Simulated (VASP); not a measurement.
The system is K2BePd2.

```
K Be Pd
1.0
    -2.16945    2.16945    5.69212
     2.16945   -2.16945    5.69212
     2.16945    2.16945   -5.69212
K Be Pd
2 1 2
Direct
  0.62600 0.62600 0.00000
  0.37400 0.37400 0.00000
  0.00000 0.00000 0.00000
  0.25000 0.75000 0.50000
  0.75000 0.25000 0.50000
```

```yaml
Program: VASP 6.6.1
Task: relaxation of cell and atoms
Functional: PBE
Potentials_or_basis: VASP PAW PBE potentials, release 64 (K_sv, Be, Pd)
Cutoff: 600 eV
k_mesh: 6 × 6 × 6
Occupations: gaussian, width 0.1 eV
Spin: no spin polarisation
```

At the start: pressure 11.7 GPa; volume 21.43 Å³/atom.

Problem. Where does the relaxation end?

Solution. Over 18 steps the energy falls by 650.3 meV/atom and the volume is 27.25 Å³/atom (+27.2 %); space group I4/mmm (No. 139, to 0.1 Å) before and after.

The path:
| step | energy change (eV) | largest force (eV/Å) | pressure (GPa) | volume (Å³) |
| --- | --- | --- | --- | --- |
| 1 | 0.0000 | 2.2885 | 11.73 | 107.16 |
| 2 | -1.1543 | 0.2980 | 1.26 | 133.39 |
| 3 | -1.1822 | 0.1187 | -0.23 | 142.41 |
| 4 | -1.1855 | 0.0258 | 0.08 | 140.23 |
| 5 | -1.2642 | 0.0822 | -0.07 | 141.64 |
| 6 | -1.5180 | 0.2181 | -0.56 | 145.30 |
| 7 | -2.0668 | 0.1442 | -1.60 | 150.19 |
| 8 | -3.0442 | 0.2666 | -2.99 | 151.19 |
| 9 | -3.1214 | 0.2882 | -2.81 | 147.76 |
| 10 | -3.1316 | 0.2959 | -2.69 | 146.46 |
| 11 | -3.2047 | 0.2447 | -1.60 | 141.65 |
| 12 | -3.2416 | 0.1669 | -0.13 | 136.06 |
| 13 | -3.2423 | 0.1570 | 0.21 | 135.24 |
| 14 | -3.2422 | 0.1581 | 0.02 | 135.51 |
| 15 | -3.2436 | 0.1461 | 0.00 | 135.62 |
| 16 | -3.2469 | 0.1101 | -0.04 | 135.95 |
| 17 | -3.2495 | 0.0369 | -0.10 | 136.60 |
| 18 | -3.2513 | 0.0119 | 0.01 | 136.26 |

Final structure:
```cif
data_structure
_symmetry_space_group_name_H-M 'P 1'
_symmetry_Int_Tables_number 1
_cell_length_a 10.0700
_cell_length_b 10.0700
_cell_length_c 10.0700
_cell_angle_alpha 158.567
_cell_angle_beta 158.567
_cell_angle_gamma 30.493
_cell_volume 136.26
loop_
_atom_site_label
_atom_site_type_symbol
_atom_site_fract_x
_atom_site_fract_y
_atom_site_fract_z
_atom_site_occupancy
K1 K 0.61356 0.61356 0.00000 1
K2 K 0.38644 0.38644 0.00000 1
Be1 Be 0.00000 0.00000 0.00000 1
Pd1 Pd 0.25000 0.75000 0.50000 1
Pd2 Pd 0.75000 0.25000 0.50000 1
```

Caveat: the volume moved by over 15 % at a fixed basis, so the end points are rough.
